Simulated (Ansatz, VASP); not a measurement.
# Sn: VASP beside Ansatz

File INCAR:

```
PREC     = Accurate       # precision mode
ENCUT    = 520            # plane-wave cutoff, eV
EDIFF    = 1E-6           # SCF threshold, eV
ISMEAR   = 0              # smearing method
SIGMA    = 0.15           # smearing width, eV
LREAL    = False          # projectors in reciprocal space
LASPH    = True           # aspherical terms in the spheres
NELM     = 80             # most SCF steps
ALGO     = Fast           # electronic algorithm
ISIF     = 2              # what is computed and relaxed
LWAVE    = False          # write WAVECAR
LCHARG   = True           # write CHGCAR
GGA      = PS             # functional
LELF     = True           # ELF
LVHAR    = True         
NBANDS   = 13             # bands
```

Contents of KPOINTS:

```
regular mesh
0
Gamma
  22 22 22
```

Contents of POSCAR:

```
Sn
1.0
   -1.8255851467      1.8255851467      1.8723950223
    1.8255851467     -1.8255851467      1.8723950223
    1.8255851467      1.8255851467     -1.8723950223
Sn
1
Direct
    0.0000000000      0.0000000000      0.0000000000
```

Input for Ansatz:

```yaml
crystal:
  lattice:
    - [-1.8255851467, 1.8255851467, 1.8723950223]
    - [1.8255851467, -1.8255851467, 1.8723950223]
    - [1.8255851467, 1.8255851467, -1.8723950223]
  atoms:
    - { symbol: Sn, position: [0.0, 0.0, 0.0] }
basis:
  ecutwfc: 420
kpoints:
  mp_grid: { grid: [22, 22, 22] }
hamiltonian:
  xc: pbesol
scf:
  occupations: { method: gaussian, width: 0.15 }
output:
  forces: true
  stress: true
  eigenvalues: true
```

Change from the starting cell: strain -0.025 along x and y, +0.000 along z, atoms carried along.

Alike in both runs: task single point; functional PBEsol; k mesh 22 × 22 × 22; occupations gaussian, width 0.15 eV; no spin polarisation.

|  | VASP | Ansatz |
| --- | --- | --- |
| version | VASP 6.6.1 | Ansatz 0.2.0 |
| potentials or method | VASP PAW PBE potentials, release 64 (Sn_d), cutoff 520 eV | scalar-relativistic, plane waves, PAW |
| valence electrons in the cell | 14 | 14 |

```tsv
	VASP	Ansatz	Ansatz less VASP
gap on the k mesh at the Fermi level (eV)	none	none	-
pressure (GPa)	2.8	2.8	+0.02
```

VASP's potentials were made for PBE, not for PBEsol. A gap of «none» marks a metal or a gap that the smearing closes.
